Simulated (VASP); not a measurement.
# Si (a cell with a defect) in VASP: further runs, part 2 of 2

VASP 6.6.1.

## 3. Single point, PBE

Contents of INCAR:

```
SYSTEM = Si
PREC = Accurate
ENCUT = 520
EDIFF = 1E-7
ISMEAR = 0
SIGMA = 0.05
LREAL = Auto
LASPH = .TRUE.
NELM = 100
ALGO = Normal
ISIF = 2
LWAVE = .FALSE.
LCHARG = .FALSE.
GGA = PE
NBANDS = 48
```

Contents of KPOINTS:

```
Automatic mesh
0
G
  2 2 2
  0 0 0
```

Contents of POSCAR:

```
Si
1.0
    0.0000000000      5.4300000000      5.4300000000
    5.4300000000      0.0000000000      5.4300000000
    5.4300000000      5.4300000000      0.0000000000
Si
17
Direct
   -0.0013777565      0.0004861092      0.0005650311
    0.1279947372      0.1219016597      0.1220562317
    0.0023614298     -0.0066112747      0.5022560450
    0.1281750012      0.1219819346      0.6282113324
    0.0022348432      0.5021061530     -0.0062794819
    0.1281058298      0.6281513475      0.1221239537
    0.0026010094      0.5023284686      0.5024239079
    0.1259210581      0.6248252102      0.6251469129
    0.5004070359      0.0003086656      0.0003326175
    0.6248825781      0.1250247383      0.1249856202
    0.5005827362      0.0003773107      0.4987683460
    0.6222556812      0.1217423496      0.6279920718
    0.5005188937      0.4988262842      0.0003920483
    0.6221706511      0.6280042061      0.1218122050
    0.4945166075      0.5018528734      0.5018769487
    0.6223938437      0.6280437510      0.6280342950
    0.8758826503      0.3748489530      0.3751606848
```

Potentials or basis: VASP PAW PBE potentials, release 64 (Si).

Run with:

```
$ cat potpaw_PBE.64/Si/POTCAR > POTCAR
$ mpirun -np 1 vasp_std > vasp.out
```

Run time: 7.1 min. Hardware: 1 thread of AMD EPYC 7R13, shared host; peak memory 0.44 GiB.

Results (log left out):

```
Free energy            : -87.9959 eV
Pressure               : 5.3 GPa
Largest force          : 0.021 eV/Å
Band gap on the k mesh : zero (bands 34 and 35 overlap by 0.25 eV)
```

Forces in eV/Å, atoms in the order of the input:
```
Si   0.006 -0.010 -0.009
Si   0.011  0.005  0.006
Si   0.002  0.003  0.005
Si  -0.003 -0.010  0.001
Si  -0.002  0.002  0.005
Si  -0.005  0.002 -0.010
Si  -0.008 -0.004 -0.006
Si   0.000 -0.002 -0.002
Si   0.015  0.009  0.011
Si   0.000  0.000  0.000
Si  -0.010 -0.014  0.006
Si   0.005  0.002  0.015
Si  -0.011  0.006 -0.014
Si   0.003  0.017  0.001
Si   0.010 -0.004 -0.006
Si  -0.012 -0.001 -0.003
Si  -0.001  0.000  0.000
```

Levels at points of the mesh, in eV from the Fermi level:
| k point | band 30 | band 31 | band 32 | band 33 | band 34 | band 35 | band 36 | band 37 | band 38 | band 39 |
| --- | --- | --- | --- | --- | --- | --- | --- | --- | --- | --- |
| (0.00, 0.00, 0.00) | -1.75 | -0.82 | -0.82 | -0.82 | -0.24 | -0.24 | -0.23 | 0.09 | 0.09 | 0.41 |
| (0.50, 0.00, 0.00) | -1.58 | -1.58 | -1.43 | -1.43 | -0.35 | 0.53 | 0.54 | 0.90 | 0.90 | 1.29 |
| (0.00, 0.50, 0.00) | -1.58 | -1.57 | -1.43 | -1.43 | -0.34 | 0.53 | 0.54 | 0.90 | 0.90 | 1.29 |
| (0.00, 0.00, 0.50) | -1.58 | -1.57 | -1.43 | -1.43 | -0.34 | 0.53 | 0.54 | 0.90 | 0.90 | 1.29 |
| (0.50, 0.50, 0.50) | -1.58 | -1.57 | -1.43 | -1.43 | -0.34 | 0.54 | 0.54 | 0.90 | 0.90 | 1.29 |
| (0.50, 0.50, 0.00) | -2.02 | -2.02 | -1.89 | -0.99 | 0.02 | 0.72 | 1.02 | 1.03 | 1.15 | 1.90 |
| (0.00, 0.50, 0.50) | -2.02 | -2.02 | -1.89 | -0.99 | 0.02 | 0.72 | 1.02 | 1.03 | 1.15 | 1.90 |
| (0.50, 0.00, 0.50) | -2.02 | -2.02 | -1.89 | -0.99 | 0.02 | 0.72 | 1.02 | 1.03 | 1.15 | 1.90 |

Caveat: the k points lie up to 0.50 Å⁻¹ apart.

## 4. Single point, PBE

Contents of INCAR:

```
  PREC = Accurate
  ENCUT = 520
  EDIFF = 1E-6
  ISMEAR = 0
  SIGMA = 0.05
  LREAL = Auto
  LASPH = True
  NELM = 100
  ALGO = Normal
  ISIF = 2
  LWAVE = False
  LCHARG = False
  GGA = PE
  NBANDS = 48
```

Contents of KPOINTS:

```
Automatic mesh
0
Gamma
  2 2 2
```

Contents of POSCAR:

```
Si
1.0
    0.0000000000      5.4300000000      5.4300000000
    5.4300000000      0.0000000000      5.4300000000
    5.4300000000      5.4300000000      0.0000000000
Si
17
Direct
    0.0024453039     -0.0026097606      0.0026950276
    0.1251020258      0.1266486188      0.1231703499
    0.0035066298     -0.0028270718      0.4958103131
    0.1307193370      0.1234504604      0.6222847145
    0.0004473297      0.5003300184     -0.0011987109
    0.1250860958      0.6249827808      0.1231964088
    0.0034294659      0.5034458564      0.4958408840
    0.1249907919      0.6248327808      0.6252202578
    0.4974885820     -0.0026136280      0.0026852670
    0.6222240331      0.1221724678      0.1333912523
    0.4992526703     -0.0005425414      0.5019917127
    0.6235440147      0.1234211786      0.6222707182
    0.4974752302      0.5024199816      0.0026522099
    0.6267593923      0.6249783610      0.1232034070
    0.4973152855      0.5034239411      0.4958491713
    0.6234424494      0.6309186924      0.6222236648
    0.7494237569      0.2496079190      0.7515031308
```

Run with:

```
$ cat potpaw_PBE.64/Si/POTCAR > POTCAR
$ mpirun -np 1 vasp_std > vasp.out
```

It took 6.7 min on 1 thread of AMD EPYC 7R13, shared host; peak memory 0.44 GiB.

Results (log left out):

```
Free energy            : -87.9953 eV
Pressure               : 5.3 GPa
Largest force          : 0.031 eV/Å
Band gap on the k mesh : zero (bands 34 and 35 overlap by 0.26 eV)
```

Forces in eV/Å, atoms in the order of the input:
```
Si  -0.014  0.003  0.013
Si   0.020  0.008 -0.008
Si   0.010 -0.009  0.009
Si  -0.002  0.014  0.004
Si   0.002  0.002 -0.002
Si   0.008  0.007 -0.019
Si  -0.010 -0.008 -0.009
Si   0.002  0.000  0.000
Si  -0.014 -0.012 -0.003
Si  -0.018 -0.018  0.018
Si  -0.003 -0.002  0.002
Si  -0.002 -0.003 -0.014
Si   0.004 -0.012  0.012
Si   0.008  0.019 -0.007
Si  -0.010  0.009  0.008
Si   0.013 -0.002  0.002
Si   0.005  0.005 -0.005
```

Levels at points of the mesh, in eV from the Fermi level:
```csv
k point,band 32,band 33,band 34,band 35,band 36,band 37
"(0.00, 0.00, 0.00)",-0.82,-0.82,-0.25,-0.25,-0.22,0.09
"(0.50, 0.00, 0.00)",-1.43,-1.43,-0.34,0.53,0.54,0.90
"(0.00, 0.50, 0.00)",-1.43,-1.43,-0.34,0.53,0.55,0.90
"(0.00, 0.00, 0.50)",-1.43,-1.43,-0.34,0.54,0.54,0.89
"(0.50, 0.50, 0.50)",-1.43,-1.43,-0.34,0.53,0.54,0.90
"(0.50, 0.50, 0.00)",-1.89,-0.99,0.02,0.71,1.02,1.03
"(0.00, 0.50, 0.50)",-1.89,-0.99,0.02,0.71,1.02,1.03
"(0.50, 0.00, 0.50)",-1.89,-0.99,0.02,0.71,1.02,1.03
```

Caveat: the k points lie up to 0.50 Å⁻¹ apart.

## 5. Single point, PBE

Contents of INCAR:

```
PREC = Accurate
ENCUT = 520
EDIFF = 1E-6
ISMEAR = 0
SIGMA = 0.05
LREAL = Auto
LASPH = True
NELM = 60
ALGO = Normal
ISIF = 2
LWAVE = False
LCHARG = False
GGA = PE
NBANDS = 48
```

Contents of KPOINTS:

```
regular mesh
0
Gamma
  2 2 2
```

Contents of POSCAR:

```
Si
1.0
    0.0000000000      5.4300000000      5.4300000000
    5.4300000000      0.0000000000      5.4300000000
    5.4300000000      5.4300000000      0.0000000000
Si
17
Direct
   -0.0013778085      0.0004860958      0.0005651013
    0.1279947514      0.1219015654      0.1220562615
    0.0023614180     -0.0066113260      0.5022560773
    0.1281750460      0.1219818600      0.6282113260
    0.0022348987      0.5021061694     -0.0062794659
    0.1281058011      0.6281512891      0.1221240331
    0.0026010129      0.5023284530      0.5024238490
    0.1259209945      0.6248252302      0.6251469613
    0.5004069982      0.0003086556      0.0003325967
    0.6248825967      0.1250247698      0.1249855433
    0.5005826888      0.0003773481      0.4987683241
    0.6222556169      0.1217423573      0.6279920810
    0.5005187845      0.4988263352      0.0003920810
    0.6221706262      0.6280041436      0.1218122468
    0.4945165746      0.5018528545      0.5018769797
    0.6223938306      0.6280437385      0.6280343462
    0.8758826888      0.3748489871      0.3751605893
```

Run with:

```
$ cat potpaw_PBE.64/Si/POTCAR > POTCAR
$ mpirun -np 1 vasp_std > vasp.out
```

Wall time 7.1 min (1 thread of AMD EPYC 7R13, shared host); peak memory 0.44 GiB.

The run converged. Its results:

| Property | Result |
| --- | --- |
| Free energy | -87.9959 eV |
| Pressure | 5.3 GPa |
| Largest force | 0.020 eV/Å |
| Band gap on the k mesh | zero (bands 34 and 35 overlap by 0.25 eV) |

Forces in eV/Å, atoms in the order of the input:
```
Si   0.006 -0.010 -0.009
Si   0.011  0.005  0.006
Si   0.002  0.003  0.005
Si  -0.003 -0.010  0.001
Si  -0.002  0.002  0.005
Si  -0.005  0.002 -0.010
Si  -0.008 -0.004 -0.006
Si   0.000 -0.002 -0.002
Si   0.015  0.009  0.011
Si   0.000  0.000  0.000
Si  -0.010 -0.014  0.006
Si   0.005  0.002  0.015
Si  -0.011  0.006 -0.014
Si   0.003  0.017  0.001
Si   0.010 -0.004 -0.006
Si  -0.012 -0.001 -0.003
Si  -0.001  0.000  0.000
```

Levels at points of the mesh, in eV from the Fermi level:
| k point | band 31 | band 32 | band 33 | band 34 | band 35 | band 36 | band 37 | band 38 |
| --- | --- | --- | --- | --- | --- | --- | --- | --- |
| (0.00, 0.00, 0.00) | -0.82 | -0.82 | -0.82 | -0.24 | -0.24 | -0.23 | 0.09 | 0.09 |
| (0.50, 0.00, 0.00) | -1.58 | -1.43 | -1.43 | -0.35 | 0.53 | 0.54 | 0.90 | 0.90 |
| (0.00, 0.50, 0.00) | -1.57 | -1.43 | -1.43 | -0.34 | 0.53 | 0.54 | 0.90 | 0.90 |
| (0.00, 0.00, 0.50) | -1.57 | -1.43 | -1.43 | -0.34 | 0.53 | 0.54 | 0.90 | 0.90 |
| (0.50, 0.50, 0.50) | -1.57 | -1.43 | -1.43 | -0.34 | 0.54 | 0.54 | 0.90 | 0.90 |
| (0.50, 0.50, 0.00) | -2.02 | -1.89 | -0.99 | 0.02 | 0.72 | 1.02 | 1.03 | 1.15 |
| (0.00, 0.50, 0.50) | -2.02 | -1.89 | -0.99 | 0.02 | 0.72 | 1.02 | 1.03 | 1.15 |
| (0.50, 0.00, 0.50) | -2.02 | -1.89 | -0.99 | 0.02 | 0.72 | 1.02 | 1.03 | 1.15 |

Caveat: the k points lie up to 0.50 Å⁻¹ apart.
